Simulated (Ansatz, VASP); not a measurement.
# ZnS in VASP and in Ansatz

```
Zn S
1.0
     3.88482    0.00000    0.00000
    -1.94241    3.36435    0.00000
     0.00000    0.00000   12.71475
Zn S
4 4
Direct
  0.00000 0.00000 0.00005
  0.00000 0.00000 0.50005
  0.33333 0.66667 0.25002
  0.66667 0.33333 0.75002
  0.00000 0.00000 0.18729
  0.00000 0.00000 0.68729
  0.33333 0.66667 0.43764
  0.66667 0.33333 0.93764
```

Alike in both runs: task single point; functional PBE; k mesh 6 × 6 × 2; no spin polarisation.

```csv
,VASP,Ansatz
version,VASP 6.6.1,Ansatz 0.2.0
potentials or method,"VASP PAW PBE potentials, release 64 (Zn, S)","plane waves, PAW"
plane-wave cutoff (eV),520,420
occupations,"gaussian, width 0.01 eV",fixed
valence electrons in the cell,72,72
```

```csv
,VASP,Ansatz,Ansatz less VASP
gap on the k mesh at the Fermi level (eV),1.92,1.92,-0.002
pressure (GPa),-1.8,-1.9,-0.12
```
